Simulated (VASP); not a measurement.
# Ta18N17 (a cell with a defect) in VASP: further runs

Runs on Ta18N17 (a cell with a defect). Level: PBEsol. Tasks: single point.

All numbers are computed with VASP 6.6.1; they aren't measurements. Logs are shortened: lines on timing, memory, paths and dates and some standing lists are left out, and cuts for length are marked.

## 1. The cell of the first run

The cell holds a defect, 35 atoms: a = 8.969 Å, b = 8.969 Å, c = 5.792 Å, α = 90.00°, β = 90.00°, γ = 120.00°.

## 2. Single point, PBEsol

INCAR reads:

```
SYSTEM = Ta18N17
ALGO = Normal ; EDIFF = 1E-7
ENCUT = 520 ; GGA = PS
ISIF = 2 ; ISMEAR = 1
LASPH = .TRUE. ; LCHARG = .FALSE.
LREAL = Auto ; LWAVE = .FALSE.
NBANDS = 164 ; NELM = 100
PREC = Accurate ; SIGMA = 0.1
```

KPOINTS reads:

```
k-points
0
G
  1 1 1
  0 0 0
```

POSCAR reads:

```
Ta18N17
1.0
    7.7675072905      4.4845723708      0.0000000000
   -7.7675072395      4.4845724592      0.0000000000
    0.0000000000      0.0000000000      5.7917586500
Ta N
18 17
Direct
   -0.0011057339      0.0009370571     -0.0004080645
    0.3352141373      0.6645371918     -0.0004751735
    0.6649024663      0.3348861364     -0.0005234328
    0.0008953381      0.6672014276      0.2498117430
    0.3351571714      0.3364732267      0.2474968082
    0.6645375697     -0.0022599411      0.2497631066
    0.0021005828      0.3352860012      0.2497787538
    0.3325908449     -0.0011131106      0.2498244310
    0.6632761163      0.6645553091      0.2476017434
   -0.0015405681      0.0013507222      0.4995603019
    0.3405609053      0.6592335570      0.4994733134
    0.6643867385      0.3353742248      0.4995202112
    0.0009167452      0.6672432960      0.7492634519
    0.3351988003      0.3365385906      0.7514372718
    0.6645522152     -0.0022496574      0.7492919312
    0.0020907180      0.3352809792      0.7492904653
    0.3325987171     -0.0010986623      0.7492606413
    0.6633337754      0.6646176894      0.7515095729
    0.1299097767      0.8699052845     -0.0004288127
    0.4661415892      0.5337351551     -0.0004887344
    0.7965516205      0.2032925416     -0.0004583096
    0.0727317947      0.5364784325     -0.0004535445
    0.4021758260      0.1997461411     -0.0004930374
    0.7377270982      0.8677817537     -0.0004130370
    0.1320399209      0.2621021547     -0.0004778645
    0.4633289349      0.9270298277     -0.0004343125
    0.8000551257      0.5975826441     -0.0004149492
    0.1301467634      0.8697048377      0.4995615512
    0.7976614563      0.2021900136      0.4995868110
    0.0781646105      0.5413069575      0.4995399116
    0.4014472900      0.2016274906      0.4995336279
    0.7345950834      0.8657313288      0.4995520842
    0.1341201296      0.2652246960      0.4995356599
    0.4585058199      0.9216151730      0.4995292942
    0.7981632253      0.5982495426      0.4995548685
```

Potentials or basis: VASP PAW PBE potentials, release 64 (Ta_pv, N).

Command:

```bash
cat potpaw_PBE.64/Ta_pv/POTCAR potpaw_PBE.64/N/POTCAR > POTCAR
mpirun -np 1 vasp_gam > vasp.out
```

OUTCAR:

```text
SYSTEM = Ta18N17
   EDIFF = 1E-7
   ENCUT = 520
   GGA = PS
   ISIF = 2
   ISMEAR = 1
   LASPH = .TRUE.
   LREAL = Auto
   NELM = 100
   PREC = Accurate

 ion  position               nearest neighbor table
   1  0.999  0.001  1.000-  25 2.03  24 2.03  19 2.04  10 2.90  10 2.90   7 3.32   6 3.32  16 3.32
                            15 3.32   8 3.33   4 3.33  13 3.33  17 3.33   5 3.34  18 3.34  14 3.34
   2  0.335  0.665  1.000-  20 2.03  22 2.04  26 2.04  11 2.90  11 2.90  14 3.27   5 3.27   9 3.27
                            18 3.27   7 3.31  16 3.31   6 3.31  15 3.31  13 3.34   4 3.34  17 3.34
   3  0.665  0.335  0.999-  27 2.04  23 2.04  21 2.04  12 2.90  12 2.90  18 3.29   9 3.29  14 3.29
                             5 3.29  17 3.33  13 3.33   4 3.33   8 3.33  15 3.35  16 3.35   6 3.35
   4  0.001  0.667  0.250-  27 2.15  28 2.15  30 2.15  19 2.15  22 2.16  35 2.16  13 2.89  13 2.90
                             8 2.97   7 2.98   9 3.02  12 3.33   3 3.33   1 3.33  10 3.34   2 3.34
   5  0.335  0.336  0.247-  20 2.12  25 2.15  33 2.15  23 2.16  31 2.16  14 2.87  14 2.92   9 2.94
                             7 2.98   8 3.02  11 3.22   2 3.27   3 3.29  12 3.30   1 3.34  10 3.35
   6  0.665  0.998  0.250-  26 2.15  32 2.15  24 2.16  29 2.17  34 2.17  21 2.17  15 2.89  15 2.90
                             8 2.98   9 2.98   7 3.03   2 3.31  11 3.31  10 3.31   1 3.32   3 3.35
   7  0.002  0.335  0.250-  22 2.15  33 2.15  25 2.16  29 2.17  30 2.17  21 2.17  16 2.89  16 2.90
                             5 2.98   4 2.98   6 3.03   2 3.31  11 3.31  10 3.31   1 3.32   3 3.35
   8  0.333  0.999  0.250-  23 2.15  28 2.15  34 2.15  19 2.15  26 2.16  31 2.16  17 2.89  17 2.90
                             4 2.97   6 2.98   5 3.02  12 3.33   3 3.33   1 3.33  10 3.34   2 3.34
   9  0.663  0.665  0.248-  20 2.12  24 2.15  32 2.15  27 2.16  35 2.16  18 2.87  18 2.92   5 2.94
[... 22 lines left out ...]
  22  0.073  0.536  1.000-   2 2.04   7 2.15  16 2.15   4 2.16  13 2.16
  23  0.402  0.200  1.000-   3 2.04  17 2.15   8 2.15   5 2.16  14 2.16
  24  0.738  0.868  1.000-   1 2.03  18 2.15   9 2.15   6 2.16  15 2.16
[... 9 lines left out ...]
  34  0.459  0.922  0.500-  11 2.04   8 2.15  17 2.15   6 2.17  15 2.17
  35  0.798  0.598  0.500-  12 2.04  13 2.16   4 2.16  18 2.16   9 2.16

  LATTYP: Found a hexagonal cell.
 ALAT       =     8.9691448231
 C/A-ratio  =     0.6457425724

  Lattice vectors:

 A1 = (   7.7675072905,   4.4845723708,   0.0000000000)
 A2 = (  -7.7675072395,   4.4845724592,   0.0000000000)
 A3 = (   0.0000000000,   0.0000000000,   5.7917586500)

Analysis of symmetry for initial positions (statically):
=====================================================================
 Subroutine PRICEL returns:
 Original cell was already a primitive cell.

 Routine SETGRP: Setting up the symmetry group for a
 hexagonal supercell.

 Subroutine GETGRP returns: Found  1 space group operations
 (whereof  1 operations were pure point group operations)
 out of a pool of 24 trial point group operations.

The static configuration has the point symmetry C_1 .

Analysis of symmetry for dynamics (positions and initial velocities):
=====================================================================
[... 172 lines left out ...]
     AMIX_MAG =   1.60;   BMIX_MAG =  1.00
  volume/ion in A,a.u.               =      11.53        77.80
  Fermi-wavevector in a.u.,A,eV,Ry     =   1.454530  2.748663 28.785256  2.115657
  Thomas-Fermi vector in A             =   2.571670
   LORBIT       =      0    0 simple, 1 ext, 2 COOP (PROOUT), +10 PAW based schemes
   GGA     = PS    functional components
   LHFCALC =     F    Hartree Fock is set to
   AEXX    =    0.0000 exact exchange contribution
   IVDW    =     0    specifies the selected vdW correction
   LEPSILON=     F    determine dielectric tensor
   LRPA    =     F    only Hartree local field effects (RPA)
 non-spin polarized calculation
 Methfessel and Paxton  Order N= 1 SIGMA  =   0.10
  energy-cutoff  :      520.00
  volume of cell :      403.50
 maximum number of plane-waves:      5429
 NGX is ok and might be reduce to    70
   NGX = 33   NGY = 33   NGZ = 21

 number of electron     282.9999997 magnetization

 Free energy of the ion-electron system (eV)
  ---------------------------------------------------
  ext. energy  EPLUGINS =         0.00000000
  ---------------------------------------------------
  free energy    TOTEN  =      -423.00128691 eV

  energy without entropy =     -422.97307743  energy(sigma->0) =     -422.99188375

 E-fermi :   8.1160     XC(G=0): -13.1378

 val. band max:        7.0773653802   @ k =   0.0000   0.0000   0.0000
 cond. band min:       8.1160159944   @ k =   0.0000   0.0000   0.0000
 fundamental gap:      1.0386506142
 Fermi energy:         8.1160159944

 k-point     1 :       0.0000    0.0000    0.0000
  band No.  band energies     occupation
      1     -28.4212      2.00000
      2     -28.3652      2.00000
      3     -28.3595      2.00000
      4     -28.2981      2.00000
      5     -28.1041      2.00000
      6     -28.0794      2.00000
[... 145 lines left out ...]
    152      10.0306     -0.00000
    153      10.0807     -0.00000
 [bands above 153 left out]

------------------------ aborting loop because EDIFF is reached ----------------------------------------

  FORCE on cell =-STRESS in cart. coord.  units (eV):
  Direction    XX          YY          ZZ          XY          YZ          ZX
  --------------------------------------------------------------------------------------
  -------------------------------------------------------------------------------------
  Total        5.7569217      8.3881659    -48.9816508      0.0121140      0.0166686      0.0012813
  in kB       22.8590271     33.3069169   -194.4915956      0.0481013      0.0661860      0.0050878
  external PRESSURE =     -46.1085505 kB  Pullay stress =       0.0000000 kB

 VOLUME and BASIS-vectors are now :
 -----------------------------------------------------------------------------
  energy-cutoff  :      520.00
  volume of cell :      403.50
      direct lattice vectors                 reciprocal lattice vectors
     7.767507291  4.484572371  0.000000000     0.064370716  0.111493349  0.000000000
    -7.767507240  4.484572459  0.000000000    -0.064370715  0.111493350  0.000000000
     0.000000000  0.000000000  5.791758650     0.000000000  0.000000000  0.172659128

 POSITION                                       TOTAL-FORCE (eV/Angst)
 -----------------------------------------------------------------------------------
      7.75164      4.48382      5.78940        -0.005047     -0.002574     -0.004069
     -2.55802      4.48346      5.78901        -0.012620      0.007157     -0.000013
      2.56340      4.48362      5.78873        -0.004215     -0.001318      0.006013
     -5.17554      2.99613      1.44685         0.011055      0.008614      0.006050
     -0.01022      3.01198      1.43344        -0.013502      0.031746      0.031092
     -2.58815      7.45460      1.44657         0.004391     -0.001227      0.008057
[... 27 lines left out ...]
     -3.59721      6.18925      2.89315         0.003494     -0.008392      0.000429
      1.55283      6.26231      2.89330        -0.003772     -0.000332     -0.001235
 -----------------------------------------------------------------------------------
    total drift:                               -0.006832      0.001277      0.001458

  FREE ENERGIE OF THE ION-ELECTRON SYSTEM (eV)
  ---------------------------------------------------
  free  energy   TOTEN  =      -423.0012869095 eV

  energy  without entropy=     -422.9730774303  energy(sigma->0) =     -422.99188375
```

OSZICAR:

```text
N       E                     dE             d eps       ncg     rms          rms(c)
DAV:   1     0.403377455385E+04    0.40338E+04   -0.17325E+05   328   0.193E+03
DAV:   2     0.275813108878E+02   -0.40062E+04   -0.38874E+04   368   0.603E+02
DAV:   3    -0.452237737136E+03   -0.47982E+03   -0.46608E+03   380   0.186E+02
DAV:   4    -0.476246331921E+03   -0.24009E+02   -0.23701E+02   384   0.387E+01
DAV:   5    -0.476943478193E+03   -0.69715E+00   -0.69341E+00   400   0.600E+00    0.108E+02
DAV:   6    -0.424659269906E+03    0.52284E+02   -0.31137E+02   384   0.410E+01    0.475E+01
DAV:   7    -0.423373855322E+03    0.12854E+01   -0.15577E+01   376   0.104E+01    0.216E+01
DAV:   8    -0.423039133583E+03    0.33472E+00   -0.15377E+00   384   0.408E+00    0.174E+00
DAV:   9    -0.423004545124E+03    0.34588E-01   -0.25299E-01   392   0.162E+00    0.814E-01
DAV:  10    -0.423002176703E+03    0.23684E-02   -0.42895E-02   392   0.576E-01    0.411E-01
DAV:  11    -0.423001239156E+03    0.93755E-03   -0.64687E-03   400   0.279E-01    0.155E-01
DAV:  12    -0.423001302788E+03   -0.63632E-04   -0.11959E-03   384   0.105E-01    0.605E-02
DAV:  13    -0.423001295161E+03    0.76272E-05   -0.23394E-04   400   0.458E-02    0.260E-02
DAV:  14    -0.423001289151E+03    0.60095E-05   -0.38521E-05   416   0.199E-02    0.140E-02
DAV:  15    -0.423001287137E+03    0.20137E-05   -0.67202E-06   400   0.777E-03    0.508E-03
DAV:  16    -0.423001286962E+03    0.17487E-06   -0.98780E-07   352   0.320E-03    0.168E-03
DAV:  17    -0.423001286909E+03    0.52994E-07   -0.13425E-07   248   0.140E-03
   1 F= -.42300129E+03 E0= -.42299188E+03  d E =-.282095E-01
```

stdout:

```text
POSCAR found type information on POSCAR TaN
 POSCAR found :  2 types and      35 ions
 scaLAPACK will be used
 -----------------------------------------------------------------------------
|                                                                             |
|                                                                             |
|     You enforced a specific xc type in the INCAR file but a different       |
|     I HOPE YOU KNOW WHAT YOU ARE DOING!                                     |
|                                                                             |
 -----------------------------------------------------------------------------

 LDA part: xc-table for (Slater+PW92), standard interpolation
 POSCAR, INCAR and KPOINTS ok, starting setup
 FFT: planning ... GRIDC
 FFT: planning ... GRID_SOFT
 FFT: planning ... GRID
 WAVECAR not read
 entering main loop
```

Wall time 6.1 min (1 thread of Intel Xeon 8259CL, shared host); peak memory 0.51 GiB.

What came out:

| Item | Value |
| --- | --- |
| Free energy | -423.0013 eV |
| Pressure | -4.6 GPa |
| Largest force | 0.046 eV/Å |
| Band gap on the k mesh | zero (an odd number of electrons rules out a gap without spin polarisation) |

Forces on the atoms (eV/Å):
```
Ta  -0.005 -0.003 -0.004
Ta  -0.013  0.007  0.000
Ta  -0.004 -0.001  0.006
Ta   0.011  0.009  0.006
Ta  -0.014  0.032  0.031
Ta   0.004 -0.001  0.008
Ta  -0.002 -0.001  0.004
Ta   0.008 -0.004  0.001
Ta  -0.022 -0.019  0.026
Ta  -0.002  0.002  0.000
Ta   0.039 -0.001  0.004
Ta   0.019 -0.002  0.002
Ta   0.014  0.003 -0.001
Ta  -0.012  0.027 -0.021
Ta   0.003 -0.006  0.000
Ta  -0.003  0.002 -0.003
Ta   0.011 -0.006 -0.001
Ta  -0.021 -0.023 -0.025
N   -0.003  0.000 -0.002
N    0.015 -0.009  0.000
N   -0.010 -0.001 -0.001
N    0.002  0.008 -0.002
N   -0.007 -0.009 -0.001
N    0.007 -0.009 -0.002
N    0.005  0.008 -0.003
N   -0.003 -0.007 -0.004
N   -0.009  0.010 -0.004
N   -0.008 -0.005 -0.002
N   -0.015 -0.003 -0.006
N    0.007  0.012  0.000
N    0.007  0.007 -0.002
N    0.005  0.000 -0.002
N   -0.004 -0.005 -0.002
N    0.003 -0.008  0.000
N   -0.004  0.000 -0.001
```

Levels at points of the mesh, in eV from the Fermi level:
```csv
k point,band 139,band 140,band 141,band 142,band 143,band 144,band 145,band 146
"(0.00, 0.00, 0.00)",-1.60,-1.22,-1.04,0.00,0.50,0.62,0.62,0.67
```

Caveat: the k points lie up to 1.08 Å⁻¹ apart, too coarse for converged energies and pressures of a metal; the PAW data sets were made with another functional, which shifts forces and pressure a little; spin-orbit coupling is left out, which moves the levels of the heavy elements.

## 3. Single point, PBEsol

INCAR reads:

```
  ALGO = Normal
  EDIFF = 1E-7
  ENCUT = 520
  GGA = PS
  ISIF = 2
  ISMEAR = 1
  LASPH = T
  LCHARG = F
  LREAL = Auto
  LWAVE = F
  NBANDS = 164
  NELM = 100
  PREC = Accurate
  SIGMA = 0.1
```

KPOINTS reads:

```
k-points
0
Gamma
  1 1 1
```

POSCAR reads:

```
Ta18N17
1.0
    7.7675072900      4.4845723700      0.0000000000
   -7.7675072400      4.4845724600      0.0000000000
    0.0000000000      0.0000000000      5.7917586500
Ta N
18 17
Direct
    0.0033253474      0.0013298042     -0.0001377688
    0.3353022965      0.6672887981     -0.0001789188
    0.6625272809      0.3309150869     -0.0001180094
   -0.0004860842      0.6652241382      0.2501033850
    0.3345585123      0.3310048184      0.2478706058
    0.6664573358      0.0016564094      0.2500772790
   -0.0004855923      0.3336105476      0.2501178593
    0.3345474249      0.0028433116      0.2478716048
    0.6664801172      0.6641183784      0.2500781680
    0.0042347953      0.0017818255      0.4998494823
    0.3361435939      0.6677101113      0.4998060308
    0.6519601619      0.3256278599      0.4998935731
   -0.0004675207      0.6652505437      0.7495575665
    0.3346106672      0.3310307439      0.7517816203
    0.6664811321      0.0016589339      0.7495954415
   -0.0004628877      0.3336160703      0.7495676585
    0.3345761859      0.0028600208      0.7517944475
    0.6664887502      0.6641421991      0.7496053960
    0.1307929160      0.8660798844     -0.0001745235
    0.4633470620      0.5342005971     -0.0001622926
    0.7969469972      0.2029032968     -0.0001548151
    0.0732632402      0.5362905641     -0.0001821642
    0.4008135906      0.2000485615     -0.0001601161
    0.7401434756      0.8697434180     -0.0001515397
    0.1307943108      0.2640511429     -0.0001491062
    0.4633054011      0.9284103461     -0.0001975017
    0.7969488360      0.5933397689     -0.0001551366
    0.1332978620      0.8680032548      0.4998236073
    0.7963673347      0.2076796816      0.4998573248
    0.0728195472      0.5360717070      0.4998356198
    0.4643668095      0.5321215932      0.4998291388
    0.7378510717      0.8685810772      0.4998429578
    0.1333238183      0.2646462483      0.4998374730
    0.4643538783      0.9315320635      0.4998179390
    0.7963680807      0.5879713942      0.4998483850
```

Potentials or basis: VASP PAW PBE potentials, release 64 (Ta_pv, N).

Command:

```bash
cat potpaw_PBE.64/Ta_pv/POTCAR potpaw_PBE.64/N/POTCAR > POTCAR
mpirun -np 1 vasp_gam > vasp.out
```

Run time: 6.2 min. Hardware: 1 thread of Intel Xeon 8259CL, shared host; peak memory 0.51 GiB.

The run converged. Its results:

| Property | Result |
| --- | --- |
| Free energy | -423.0014 eV |
| Pressure | -4.6 GPa |
| Largest force | 0.055 eV/Å |
| Band gap on the k mesh | zero (an odd number of electrons rules out a gap without spin polarisation) |

Forces in eV/Å, atoms in the order of the input:
```
Ta   0.002  0.003 -0.002
Ta  -0.003 -0.002  0.001
Ta   0.008  0.012 -0.001
Ta   0.000 -0.002  0.003
Ta   0.029 -0.002  0.027
Ta  -0.001 -0.001  0.003
Ta  -0.002 -0.002  0.002
Ta  -0.016  0.024  0.026
Ta   0.000 -0.002  0.004
Ta  -0.008 -0.011 -0.001
Ta  -0.003 -0.002  0.002
Ta  -0.028 -0.047 -0.002
Ta   0.001 -0.006 -0.003
Ta   0.026 -0.006 -0.024
Ta  -0.004 -0.003 -0.003
Ta  -0.004 -0.004 -0.003
Ta  -0.017  0.023 -0.028
Ta   0.002 -0.005 -0.003
N    0.010  0.006  0.001
N    0.009 -0.012 -0.001
N    0.002  0.001  0.000
N   -0.001  0.000  0.001
N   -0.009 -0.013  0.000
N    0.003 -0.001  0.000
N    0.003  0.013 -0.001
N   -0.014  0.005  0.002
N   -0.002  0.004 -0.001
N    0.010  0.007  0.001
N   -0.010  0.001 -0.001
N    0.003  0.005  0.000
N    0.005  0.004  0.000
N    0.004  0.008 -0.001
N    0.002  0.009  0.001
N    0.000  0.004  0.001
N    0.003 -0.007  0.000
```

Stress tensor (GPa, compression positive):
```
  3.08  -0.46   0.00
 -0.46   2.55   0.00
  0.00   0.00 -19.46
```

Levels at points of the mesh, in eV from the Fermi level:
| k point | band 138 | band 139 | band 140 | band 141 | band 142 | band 143 | band 144 | band 145 |
| --- | --- | --- | --- | --- | --- | --- | --- | --- |
| (0.00, 0.00, 0.00) | -1.78 | -1.60 | -1.22 | -1.04 | 0.00 | 0.50 | 0.62 | 0.62 |

Caveat: the k points lie up to 1.08 Å⁻¹ apart, too coarse for converged energies and pressures of a metal; the PAW data sets were made with another functional, which shifts forces and pressure a little; spin-orbit coupling is left out, which moves the levels of the heavy elements.

[end of part 1 of 2]

The gap in the log of VASP goes by the Fermi energy; the results here count the filled bands.